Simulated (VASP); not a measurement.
# Rh (P6/mmm) in VASP: single point with PBE

Aim: the single point of Rh with PBE.

All numbers are computed with VASP 6.6.1; they aren't measurements. Logs are shortened: lines on timing, memory, paths and dates and some standing lists are left out, and cuts for length are marked.

## Step 1: The cell of the first run

Symmetry: P6/mmm, No. 191, hexagonal system. The conventional cell has a = 4.336 Å, b = 4.336 Å, c = 2.661 Å, α = 90.00°, β = 90.00°, γ = 120.00°. Within 3.5 Å of Rh (site symmetry 6/mmm) lie 14 Rh at 2.66 to 2.83 Å. Within 3.3 Å of Rh (site symmetry -6m2) lie 11 Rh at 2.50 to 2.83 Å.

## Step 2: Single point, PBE, collinear spin, ferromagnetic start

INCAR

```
SYSTEM = Rh
ALGO = Normal
EDIFF = 1E-6
ENCUT = 520
GGA = PE
ISIF = 2
ISMEAR = -1
ISPIN = 2
LASPH = .True.
LCHARG = .False.
LMAXMIX = 4
LORBIT = 11
LREAL = .False.
LWAVE = .False.
MAGMOM = 1 1 1
NBANDS = 34
NELM = 150
PREC = Accurate
SIGMA = 0.05
```

KPOINTS

```
k-points
0
Gamma
  9 9 12
  0 0 0
```

POSCAR

```
Rh
1.0
    4.3358173574      0.0000000000      0.0000000000
   -2.1679086787      3.7549279777      0.0000000000
    0.0000000000      0.0000000000      2.6611497433
Rh
3
Direct
    1.0000000000      0.0000000000      0.0000000000
    0.3333333333      0.6666666667      0.5000000000
    0.6666666667      0.3333333333      0.5000000000
```

Potentials or basis: VASP PAW PBE potentials, release 64 (Rh_pv).

Command:

```sh
cat potpaw_PBE.64/Rh_pv/POTCAR > POTCAR
mpirun -np 1 vasp_std > vasp.out
```

OUTCAR:

```text
SYSTEM = Rh
   EDIFF = 1E-6
   ENCUT = 520
   GGA = PE
   ISIF = 2
   ISMEAR = -1
   ISPIN = 2
   LASPH = .True.
   LORBIT = 11
   LREAL = .False.
   NELM = 150
   PREC = Accurate

 ion  position               nearest neighbor table
   1  0.000  0.000  0.000-   2 2.83   3 2.83   2 2.83   3 2.83   3 2.83   3 2.83   2 2.83   2 2.83
                             3 2.83   3 2.83   2 2.83   2 2.83
   2  0.333  0.667  0.500-   3 2.50   3 2.50   3 2.50   1 2.83   1 2.83   1 2.83   1 2.83   1 2.83
                             1 2.83
   3  0.667  0.333  0.500-   2 2.50   2 2.50   2 2.50   1 2.83   1 2.83   1 2.83   1 2.83   1 2.83
                             1 2.83

  LATTYP: Found a hexagonal cell.
 ALAT       =     4.3358173574
 C/A-ratio  =     0.6137596499

  Lattice vectors:

 A1 = (   4.3358173574,   0.0000000000,   0.0000000000)
 A2 = (  -2.1679086787,   3.7549279777,   0.0000000000)
 A3 = (   0.0000000000,   0.0000000000,   2.6611497433)

Analysis of symmetry for initial positions (statically):
=====================================================================
 Subroutine PRICEL returns:
 Original cell was already a primitive cell.

 Routine SETGRP: Setting up the symmetry group for a
 hexagonal supercell.

 Subroutine GETGRP returns: Found 24 space group operations
 (whereof 24 operations were pure point group operations)
 out of a pool of 24 trial point group operations.

The static configuration has the point symmetry D_6h.

Analysis of symmetry for dynamics (positions and initial velocities):
=====================================================================
 Subroutine PRICEL returns:
 Original cell was already a primitive cell.

 Routine SETGRP: Setting up the symmetry group for a
 hexagonal supercell.

 Subroutine GETGRP returns: Found 24 space group operations
 (whereof 24 operations were pure point group operations)
 out of a pool of 24 trial point group operations.

The dynamic configuration has the point symmetry D_6h.

Analysis of structural, dynamic, and magnetic symmetry:
=====================================================================
 Subroutine PRICEL returns:
 Original cell was already a primitive cell.

 Routine SETGRP: Setting up the symmetry group for a
 hexagonal supercell.

 Subroutine GETGRP returns: Found 24 space group operations
 (whereof 24 operations were pure point group operations)
 out of a pool of 24 trial point group operations.

The overall configuration has the point symmetry D_6h.

 Subroutine INISYM returns: Found 24 space group operations
 (whereof 24 operations are pure point group operations),
 and found     1 'primitive' translations

----------------------------------------------------------------------------------------

                                     Primitive cell

  volume of cell :      43.3253

  direct lattice vectors                    reciprocal lattice vectors
     4.335817357  0.000000000  0.000000000     0.230637021  0.133158346  0.000000000
    -2.167908679  3.754927978  0.000000000     0.000000000  0.266316693  0.000000000
     0.000000000  0.000000000  2.661149743     0.000000000  0.000000000  0.375777426

  length of vectors
     4.335817357  4.335817357  2.661149743     0.266316693  0.266316693  0.375777426

  position of ions in fractional coordinates (direct lattice)
     0.000000000  0.000000000  0.000000000
     0.333333333  0.666666667  0.500000000
     0.666666667  0.333333333  0.500000000

  ion indices of the primitive-cell ions
   primitive index   ion index
                 1           1
                 2           2
                 3           3

----------------------------------------------------------------------------------------

 KPOINTS: k-points

Automatic generation of k-mesh.
 Grid dimensions read from file:
 generate k-points for:    9    9   12

 Generating k-lattice:

  Cartesian coordinates                     Fractional coordinates (reciprocal lattice)
     0.025626336  0.014795372  0.000000000     0.111111111  0.000000000  0.000000000
     0.000000000  0.029590744  0.000000000     0.000000000  0.111111111  0.000000000
     0.000000000  0.000000000  0.031314785     0.000000000  0.000000000  0.083333333

  Length of vectors
     0.029590744  0.029590744  0.031314785

  Shift w.r.t. Gamma in fractional coordinates (k-lattice)
     0.000000000  0.000000000  0.000000000

 Subroutine IBZKPT returns following result:
 ===========================================

 Found     84 irreducible k-points:

 Following reciprocal coordinates:
            Coordinates               Weight
  0.000000  0.000000  0.000000      1.000000
  0.111111 -0.000000  0.000000      6.000000
  0.222222  0.000000  0.000000      6.000000
  0.333333  0.000000  0.000000      6.000000
  0.444444  0.000000  0.000000      6.000000
  0.111111  0.111111  0.000000      6.000000
[... 16 lines left out ...]
  0.333333  0.222222  0.083333     24.000000
  0.333333  0.333333  0.083333      4.000000
 [... further k-points ...]
   k-points           NKPTS =     84   k-points in BZ     NKDIM =     84   number of bands    NBANDS=     34
   number of dos      NEDOS =    301   number of ions     NIONS =      3
   total plane-waves  NPLWV =  20480
   dimension x,y,z NGX =    32 NGY =   32 NGZ =   20
   dimension x,y,z NGXF=    64 NGYF=   64 NGZF=   40
   ions per type =               3
   NGX,Y,Z   is equivalent  to a cutoff of  12.27, 12.27, 12.49 a.u.
   NGXF,Y,Z  is equivalent  to a cutoff of  24.54, 24.54, 24.99 a.u.
 SYSTEM =  Rh
   PREC   = accura    normal or accurate (medium, high low for compatibility)
   ISTART =      0    job   : 0-new  1-cont  2-samecut
   ICHARG =      2    charge: 1-file 2-atom 10-const
   ISPIN  =      2    spin polarized calculation?
   LNONCOLLINEAR =      F non collinear calculations
   LSORBIT =      F    spin-orbit coupling
   LASPH  =      T    aspherical Exc in radial PAW
   ENCUT  =  520.0 eV  38.22 Ry    6.18 a.u.   8.06  8.06  4.95*2*pi/ulx,y,z
   NELM   =    150;   NELMIN=  2; NELMDL= -5     # of ELM steps
   EDIFF  = 0.1E-05   stopping-criterion for ELM
   LREAL  =      F    real-space projection
   EDIFFG = 0.1E-04   stopping-criterion for IOM
   NSW    =      0    number of steps for IOM
   IBRION =     -1    ionic relax: 0-MD 1-quasi-New 2-CG
   NFREE  =      0    steps in history (QN), initial steepest desc. (CG)
   ISIF   =      2    stress and relaxation
   ISYM   =      2    0-nonsym 1-usesym 2-fastsym
   POTIM  = 0.5000    time-step for ionic-motion
   TEBEG  =    0.0;   TEEND  =   0.0 temperature during run
   PSTRESS=    0.0 pullay stress
   NELECT =      45.0000    total number of electrons
   NUPDOWN=      -1.0000    fix difference up-down
   EMIN   =  10.00;   EMAX   =-10.00  energy-range for DOS
   EFERMI =   0.00;   METHOD = LEGACY
   ISMEAR =    -1;   SIGMA  =   0.05  broadening in eV -4-tet -1-fermi 0-gaus
   EFERMI_NEDOS =   21; number of points for ismear=-14 and -15
   IALGO  =     38    algorithm
   IMIX   =      4    mixing-type and parameters
     AMIX     =   0.40;   BMIX     =  1.00
     AMIX_MAG =   1.60;   BMIX_MAG =  1.00
  volume/ion in A,a.u.               =      14.44        97.46
  Fermi-wavevector in a.u.,A,eV,Ry     =   1.657926  3.133025 37.398569  2.748717
  Thomas-Fermi vector in A             =   2.745595
   LORBIT       =     11    0 simple, 1 ext, 2 COOP (PROOUT), +10 PAW based schemes
   GGA     = PE    functional components
   LHFCALC =     F    Hartree Fock is set to
   AEXX    =    0.0000 exact exchange contribution
   IVDW    =     0    specifies the selected vdW correction
   LEPSILON=     F    determine dielectric tensor
   LRPA    =     F    only Hartree local field effects (RPA)
 spin polarized calculation
  energy-cutoff  :      520.00
  volume of cell :       43.33
 maximum number of plane-waves:      1185
   NGX = 17   NGY = 17   NGZ =  9

 number of electron      44.9999989 magnetization      -0.0005667

 number of electron      44.9999989 magnetization       0.0003132

 Free energy of the ion-electron system (eV)
  ---------------------------------------------------
  ext. energy  EPLUGINS =         0.00000000
  ---------------------------------------------------
  free energy    TOTEN  =       -21.11934208 eV

  energy without entropy =      -21.06809271  energy(sigma->0) =      -21.09371740

 E-fermi :  11.0606     XC(G=0): -13.6976

 val. band max:       11.0554740039   @ k =   0.4444   0.1111   0.5000
 cond. band min:      11.0636996095   @ k =   0.2222   0.0000   0.0833
 fundamental gap:      0.0082256056
 Fermi energy:        11.0606353079

 spin component 1

 k-point     1 :       0.0000    0.0000    0.0000
  band No.  band energies     occupation
      1     -35.8919      1.00000
      2     -35.8919      1.00000
      3     -35.5258      1.00000
      4     -35.5258      1.00000
      5     -35.3149      1.00000
      6     -35.2086      1.00000
[... 26 lines left out ...]
     33      29.1818      0.00000
     34      30.4162      0.00000

 k-point     2 :       0.1111   -0.0000    0.0000
  band No.  band energies     occupation
      1     -35.9057      1.00000
      2     -35.8889      1.00000
      3     -35.5065      1.00000
      4     -35.5054      1.00000
      5     -35.3106      1.00000
      6     -35.2329      1.00000
[... 26 lines left out ...]
     33      29.0655      0.00000
     34      29.8562      0.00000

 k-point     3 :       0.2222    0.0000    0.0000
  band No.  band energies     occupation
      1     -35.9363      1.00000
      2     -35.8711      1.00000
      3     -35.4636      1.00000
      4     -35.4593      1.00000
      5     -35.2991      1.00000
      6     -35.2943      1.00000
[... 26 lines left out ...]
     33      28.3500      0.00000
     34      29.4186      0.00000
[... 704 lines left out ...]
 k-point    23 :       0.3333    0.2222    0.0833
  band No.  band energies     occupation
      1     -35.9575      1.00000
      2     -35.7575      1.00000
      3     -35.6027      1.00000
      4     -35.3292      1.00000
      5     -35.3177      1.00000
      6     -35.2953      1.00000
[... 26 lines left out ...]
     33      28.4528      0.00000
     34      28.9672      0.00000

 k-point    24 :       0.3333    0.3333    0.0833
  band No.  band energies     occupation
      1     -35.9528      1.00000
      2     -35.6908      1.00000
      3     -35.6908      1.00000
      4     -35.3095      1.00000
      5     -35.3044      1.00000
      6     -35.3044      1.00000
[... 26 lines left out ...]
     33      28.7612      0.00000
     34      29.2481      0.00000

 [... further k-points ...]

 spin component 2

 k-point     1 :       0.0000    0.0000    0.0000
  band No.  band energies     occupation
      1     -35.8919      1.00000
      2     -35.8919      1.00000
      3     -35.5257      1.00000
      4     -35.5257      1.00000
      5     -35.3149      1.00000
      6     -35.2085      1.00000
[... 26 lines left out ...]
     33      29.1818      0.00000
     34      30.4162      0.00000

 k-point     2 :       0.1111   -0.0000    0.0000
  band No.  band energies     occupation
      1     -35.9056      1.00000
      2     -35.8888      1.00000
      3     -35.5064      1.00000
      4     -35.5053      1.00000
      5     -35.3106      1.00000
      6     -35.2328      1.00000
[... 26 lines left out ...]
     33      29.0655      0.00000
     34      29.8568      0.00000

 k-point     3 :       0.2222    0.0000    0.0000
  band No.  band energies     occupation
      1     -35.9362      1.00000
      2     -35.8711      1.00000
      3     -35.4635      1.00000
      4     -35.4592      1.00000
      5     -35.2990      1.00000
      6     -35.2942      1.00000
[... 26 lines left out ...]
     33      28.3500      0.00000
     34      29.4186      0.00000
[... 704 lines left out ...]
 k-point    23 :       0.3333    0.2222    0.0833
  band No.  band energies     occupation
      1     -35.9574      1.00000
      2     -35.7575      1.00000
      3     -35.6026      1.00000
      4     -35.3291      1.00000
      5     -35.3176      1.00000
      6     -35.2953      1.00000
[... 26 lines left out ...]
     33      28.4528      0.00000
     34      28.9672      0.00000

 k-point    24 :       0.3333    0.3333    0.0833
  band No.  band energies     occupation
      1     -35.9527      1.00000
      2     -35.6907      1.00000
      3     -35.6907      1.00000
      4     -35.3094      1.00000
      5     -35.3043      1.00000
      6     -35.3043      1.00000
[... 26 lines left out ...]
     33      28.7612      0.00000
     34      29.2482      0.00000

 [... further k-points ...]
[... 5 lines left out ...]
  --------------------------------------------------------------------------------------
  -------------------------------------------------------------------------------------
  Total        0.0186305      0.0186305     -0.0035541      0.0000000     -0.0000000      0.0000000
  in kB        0.6889580      0.6889580     -0.1314302      0.0000000     -0.0000000      0.0000000
  external PRESSURE =       0.4154953 kB  Pullay stress =       0.0000000 kB

 VOLUME and BASIS-vectors are now :
 -----------------------------------------------------------------------------
  energy-cutoff  :      520.00
  volume of cell :       43.33
      direct lattice vectors                 reciprocal lattice vectors
     4.335817357  0.000000000  0.000000000     0.230637021  0.133158346  0.000000000
    -2.167908679  3.754927978  0.000000000     0.000000000  0.266316693  0.000000000
     0.000000000  0.000000000  2.661149743     0.000000000  0.000000000  0.375777426

 POSITION                                       TOTAL-FORCE (eV/Angst)
 -----------------------------------------------------------------------------------
      0.00000      0.00000      0.00000        -0.000000      0.000000      0.000000
     -0.00000      2.50329      1.33057         0.000000      0.000000      0.000000
      2.16791      1.25164      1.33057        -0.000000      0.000000      0.000000
 -----------------------------------------------------------------------------------
    total drift:                               -0.000000      0.000000      0.000000

  FREE ENERGIE OF THE ION-ELECTRON SYSTEM (eV)
  ---------------------------------------------------
  free  energy   TOTEN  =       -21.1193420787 eV

  energy  without entropy=      -21.0680927127  energy(sigma->0) =      -21.09371740

 total charge

# of ion       s       p       d       tot
------------------------------------------
    1        0.369   6.251   7.049  13.668
    2        0.408   6.279   7.087  13.774
    3        0.408   6.279   7.087  13.774
--------------------------------------------------
tot          1.184  18.810  21.222  41.216

 magnetization (x)

# of ion       s       p       d       tot
------------------------------------------
    1        0.000  -0.000   0.000   0.000
    2        0.000  -0.000   0.000   0.000
    3        0.000  -0.000   0.000   0.000
--------------------------------------------------
tot          0.000  -0.000   0.000   0.000
```

Wall time 2.9 min (1 thread of Intel Xeon 6975P-C, shared host); peak memory 0.28 GiB.

Results:

* Free energy: -21.1193 eV
* Pressure: 0.0 GPa
* Net moment: 0.00 μB per cell
* Valence electrons inside the program's atomic spheres: Rh 13.67, 13.77

Stress tensor (GPa, compression positive):
```
 0.07  0.00  0.00
 0.00  0.07  0.00
 0.00  0.00 -0.01
```

Levels at points of the mesh, in eV from the Fermi level:
Spin up:
| k point | band 21 | band 22 | band 23 | band 24 | band 25 | band 26 |
| --- | --- | --- | --- | --- | --- | --- |
| (0.00, 0.00, 0.00) | -1.57 | -1.50 | -1.50 | 0.73 | 0.73 | 8.26 |
| (0.00, 0.00, 0.50) | -0.04 | 0.34 | 0.34 | 1.47 | 2.70 | 3.53 |
Spin down:
```csv
k point,band 21,band 22,band 23,band 24,band 25,band 26
"(0.00, 0.00, 0.00)",-1.57,-1.50,-1.50,0.73,0.73,8.26
"(0.00, 0.00, 0.50)",-0.04,0.34,0.34,1.47,2.70,3.53
```
